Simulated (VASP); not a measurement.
# Ni (Fm-3m) in VASP: a series of runs

Ni is run at these levels: LDA; tasks: single point.

Everything below comes from runs of VASP 6.6.1. Logs are shortened: lines on timing, memory, paths and dates and some standing lists are left out, and cuts for length are marked.

## 1. The cell of the first run

The structure is cubic, space group Fm-3m (No. 225). The conventional cell has a = 3.205 Å, b = 3.205 Å, c = 3.205 Å, α = 90.00°, β = 90.00°, γ = 90.00°. Ni (site symmetry m-3m) has 12 Ni at 2.27 Å within 3.0 Å.

## 2. Single point, LDA, collinear spin, ferromagnetic start (8.23 Å³/atom)

INCAR reads:

```
PREC = Accurate
ENCUT = 520
EDIFF = 1E-7
ISMEAR = 0
SIGMA = 0.15
LREAL = F
LASPH = T
NELM = 150
ALGO = Normal
ISIF = 2
LWAVE = F
LCHARG = T
ISPIN = 2
MAGMOM = 0.375
LORBIT = 11
NUPDOWN = 0.375
LMAXMIX = 4
GGA = CA
LELF = T
LVHAR = T
NBANDS = 15
```

KPOINTS reads:

```
regular mesh
0
Gamma
  24 24 24
```

POSCAR reads:

```
Ni
1.0
    0.0000000000      1.6024052366      1.6024052366
    1.6024052366      0.0000000000      1.6024052366
    1.6024052366      1.6024052366      0.0000000000
Ni
1
Direct
    0.0000000000      0.0000000000      0.0000000000
```

Potentials or basis: VASP PAW LDA potentials, release 64 (Ni).

Started as:

```console
$ cat potpaw_LDA.64/Ni/POTCAR > POTCAR
$ mpirun -np 1 vasp_std > vasp.out
```

OUTCAR:

```text
PREC = Accurate
   ENCUT = 520
   EDIFF = 1E-7
   ISMEAR = 0
   LREAL = F
   LASPH = T
   NELM = 150
   ISIF = 2
   ISPIN = 2
   LORBIT = 11
   NUPDOWN = 0.375
   GGA = CA

 ion  position               nearest neighbor table
   1  0.000  0.000  0.000-

  LATTYP: Found a face centered cubic cell.
 ALAT       =     3.2048104732

  Lattice vectors:

 A1 = (   0.0000000000,   1.6024052366,   1.6024052366)
 A2 = (   1.6024052366,   0.0000000000,   1.6024052366)
 A3 = (   1.6024052366,   1.6024052366,   0.0000000000)

Analysis of symmetry for initial positions (statically):
=====================================================================
 Subroutine PRICEL returns:
 Original cell was already a primitive cell.

 Routine SETGRP: Setting up the symmetry group for a
 face centered cubic supercell.

 Subroutine GETGRP returns: Found 48 space group operations
 (whereof 48 operations were pure point group operations)
 out of a pool of 48 trial point group operations.

The static configuration has the point symmetry O_h .

Analysis of symmetry for dynamics (positions and initial velocities):
=====================================================================
 Subroutine PRICEL returns:
 Original cell was already a primitive cell.

 Routine SETGRP: Setting up the symmetry group for a
 face centered cubic supercell.

 Subroutine GETGRP returns: Found 48 space group operations
 (whereof 48 operations were pure point group operations)
 out of a pool of 48 trial point group operations.

The dynamic configuration has the point symmetry O_h .

Analysis of structural, dynamic, and magnetic symmetry:
=====================================================================
 Subroutine PRICEL returns:
 Original cell was already a primitive cell.

 Routine SETGRP: Setting up the symmetry group for a
 face centered cubic supercell.

 Subroutine GETGRP returns: Found 48 space group operations
 (whereof 48 operations were pure point group operations)
 out of a pool of 48 trial point group operations.

The overall configuration has the point symmetry O_h .

 Subroutine INISYM returns: Found 48 space group operations
 (whereof 48 operations are pure point group operations),
 and found     1 'primitive' translations

----------------------------------------------------------------------------------------

                                     Primitive cell

  volume of cell :       8.2290

  direct lattice vectors                    reciprocal lattice vectors
     0.000000000  1.602405237  1.602405237    -0.312030932  0.312030932  0.312030932
     1.602405237  0.000000000  1.602405237     0.312030932 -0.312030932  0.312030932
     1.602405237  1.602405237  0.000000000     0.312030932  0.312030932 -0.312030932

  length of vectors
[... 124 lines left out ...]
  ---------------------------------------------------
  free energy    TOTEN  =        -6.21035743 eV

  energy without entropy =       -6.18771691  energy(sigma->0) =       -6.19903717

 E-fermi :  13.6536     XC(G=0): -15.3486

 val. band max:       13.6522918608   @ k =   0.4167   0.0417   0.0000
 cond. band min:      13.5543383095   @ k =   0.5000   0.4167   0.0000
 fundamental gap:     -0.0979535513
 Fermi energy:        13.5536243552

 spin component 1

 k-point     1 :       0.0000    0.0000    0.0000
  band No.  band energies     occupation
      1       2.5932      1.00000
      2      10.5510      1.00000
      3      10.5510      1.00000
      4      10.5510      1.00000
      5      12.2766      1.00000
      6      12.2766      1.00000
      7      39.6883      0.00000
      8      45.7707      0.00000
      9      45.7707      0.00000
     10      45.7707      0.00000
     11      50.3021      0.00000
     12      50.3021      0.00000
     13      50.3021      0.00000
     14      52.2388      0.00000
[... 403 lines left out ...]
      4      12.0370      1.00000
      5      13.3431      0.97643
      6      13.6915      0.09689
      7      22.5900      0.00000
      8      38.0169      0.00000
      9      42.3718      0.00000
     10      43.2698      0.00000
     11      47.0594      0.00000
     12      47.7412      0.00000
     13      54.5801      0.00000
     14      59.6303      0.00000
     15      65.9599      0.00000

 [... further k-points ...]

 spin component 2

 k-point     1 :       0.0000    0.0000    0.0000
  band No.  band energies     occupation
      1       2.6326      1.00000
      2      10.9378      1.00000
      3      10.9378      1.00000
      4      10.9378      1.00000
      5      12.6328      1.00000
      6      12.6328      1.00000
      7      39.6968      0.00000
      8      45.8007      0.00000
      9      45.8007      0.00000
     10      45.8007      0.00000
     11      50.4277      0.00000
     12      50.4277      0.00000
     13      50.4277      0.00000
     14      52.2493      0.00000
[... 403 lines left out ...]
      4      12.1895      1.00000
      5      13.7585      0.16133
      6      14.0249      0.00023
      7      22.8281      0.00000
      8      38.0253      0.00000
      9      42.4641      0.00000
     10      43.3585      0.00000
     11      47.1522      0.00000
     12      47.8312      0.00000
     13      54.8371      0.00000
     14      60.3754      0.00000
     15      66.0740      0.00000

 [... further k-points ...]

------------------------ aborting loop because EDIFF is reached ----------------------------------------

  FORCE on cell =-STRESS in cart. coord.  units (eV):
  Direction    XX          YY          ZZ          XY          YZ          ZX
  --------------------------------------------------------------------------------------
  -------------------------------------------------------------------------------------
  Total        4.1039322      4.1039322      4.1039322      0.0000000      0.0000000      0.0000000
  in kB      799.0311220    799.0311220    799.0311220      0.0000000      0.0000000      0.0000000
  external PRESSURE =     799.0311220 kB  Pullay stress =       0.0000000 kB

 VOLUME and BASIS-vectors are now :
 -----------------------------------------------------------------------------
  energy-cutoff  :      520.00
  volume of cell :        8.23
      direct lattice vectors                 reciprocal lattice vectors
     0.000000000  1.602405237  1.602405237    -0.312030932  0.312030932  0.312030932
     1.602405237  0.000000000  1.602405237     0.312030932 -0.312030932  0.312030932
     1.602405237  1.602405237  0.000000000     0.312030932  0.312030932 -0.312030932

 POSITION                                       TOTAL-FORCE (eV/Angst)
 -----------------------------------------------------------------------------------
      0.00000      0.00000      0.00000         0.000000      0.000000     -0.000000
 -----------------------------------------------------------------------------------
    total drift:                                0.000000     -0.000000     -0.000000

  FREE ENERGIE OF THE ION-ELECTRON SYSTEM (eV)
  ---------------------------------------------------
  free  energy   TOTEN  =        -6.2103574294 eV

  energy  without entropy=       -6.1877169064  energy(sigma->0) =       -6.19903717

 total charge

# of ion       s       p       d       tot
------------------------------------------
    1        0.641   0.802   8.534   9.977

 magnetization (x)

# of ion       s       p       d       tot
------------------------------------------
    1       -0.004  -0.014   0.384   0.367
```

OSZICAR:

```text
N       E                     dE             d eps       ncg     rms          rms(c)
DAV:   1     0.315898929759E+02    0.31590E+02   -0.41203E+03 27133   0.922E+02
DAV:   2    -0.602498100724E+01   -0.37615E+02   -0.35033E+02 27860   0.170E+02
DAV:   3    -0.725193067910E+01   -0.12269E+01   -0.12163E+01 30709   0.300E+01
DAV:   4    -0.725631181469E+01   -0.43811E-02   -0.43807E-02 30618   0.174E+00
DAV:   5    -0.725632973614E+01   -0.17921E-04   -0.17922E-04 31314   0.106E-01    0.145E+01
DAV:   6    -0.638057460053E+01    0.87576E+00   -0.82310E+00 32006   0.345E+01    0.518E+00
DAV:   7    -0.624421260478E+01    0.13636E+00   -0.79201E-01 28770   0.104E+01    0.336E+00
DAV:   8    -0.621154511145E+01    0.32667E-01   -0.31898E-02 39300   0.125E+00    0.724E-01
DAV:   9    -0.621059577174E+01    0.94934E-03   -0.36138E-04 33083   0.148E-01    0.227E-01
DAV:  10    -0.621035423862E+01    0.24153E-03   -0.10550E-04 36968   0.616E-02    0.362E-02
DAV:  11    -0.621035824955E+01   -0.40109E-05   -0.28051E-05 35516   0.361E-02    0.251E-02
DAV:  12    -0.621035747721E+01    0.77234E-06   -0.74536E-07 31168   0.778E-03    0.216E-03
DAV:  13    -0.621035742936E+01    0.47854E-07   -0.43879E-08 24892   0.169E-03
   1 F= -.62103574E+01 E0= -.61990372E+01  d E =-.226405E-01  mag=     0.3750
```

stdout:

```text
POSCAR found type information on POSCAR Ni
 POSCAR found :  1 types and       1 ions
 scaLAPACK will be used
 LDA part: xc-table for (Slater(with rela. corr.)+CA(PZ))
 , standard interpolation
 POSCAR, INCAR and KPOINTS ok, starting setup
 FFT: planning ... GRIDC
 FFT: planning ... GRID_SOFT
 FFT: planning ... GRID
 WAVECAR not read
 entering main loop
```

Wall time 1.9 min (1 thread of Intel Xeon Platinum 8259CL at 2.50GHz (Skylake/Cascade Lake), shared host); peak memory 0.18 GiB.

Results:

```yaml
Free_energy: -6.2104 eV
Pressure: 79.9 GPa
Net_moment: 0.38 μB per cell
Site_moments: Ni +0.37 μB
Valence_electrons_inside_the_program's_atomic_spheres: Ni 9.98
```

Caveat: the cell stands under pressure; the total moment is fixed, so each spin has its own Fermi level and the state may be an excited one.

(Part 1 of 2 ends here.)
